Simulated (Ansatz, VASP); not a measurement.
# Al2Cu: VASP beside Ansatz

```
CELL_PARAMETERS angstrom
4.08417 0.00000 0.00000
0.00000 4.08417 0.00000
0.00000 0.00000 2.84639
ATOMIC_POSITIONS crystal
Al 0.50000 0.00000 0.50000
Al 0.00000 0.50000 0.50000
Cu 0.94806 0.94806 0.00000
```

Alike in both runs: task single point; functional PBEsol; k mesh 12 × 12 × 16; occupations gaussian, width 0.15 eV; no spin polarisation.

|  | VASP | Ansatz |
| --- | --- | --- |
| version | VASP 6.6.1 | Ansatz 0.2.0 |
| potentials or method | VASP PAW PBE potentials, release 64 (Al, Cu), cutoff 520 eV | scalar-relativistic, plane waves, PAW |
| valence electrons in the cell | 17 | 25 |

```csv
,VASP,Ansatz,Ansatz less VASP
gap on the k mesh at the Fermi level (eV),none,none,-
pressure (GPa),3.4,3.2,-0.17
"traceless stress, the component that is largest in VASP (GPa)",-1.52,-1.50,+0.021
rms of the force components (eV/Å),1.008,1.005,-0.0033
```

VASP's potentials were made for PBE, not for PBEsol. Atom by atom the forces differ by 0.004 eV/Å (rms over components). A gap of «none» marks a metal or a gap that the smearing closes. VASP's potentials hold 17 valence electrons a cell and Ansatz's 25, so a difference there can come from the potentials and not from the codes.
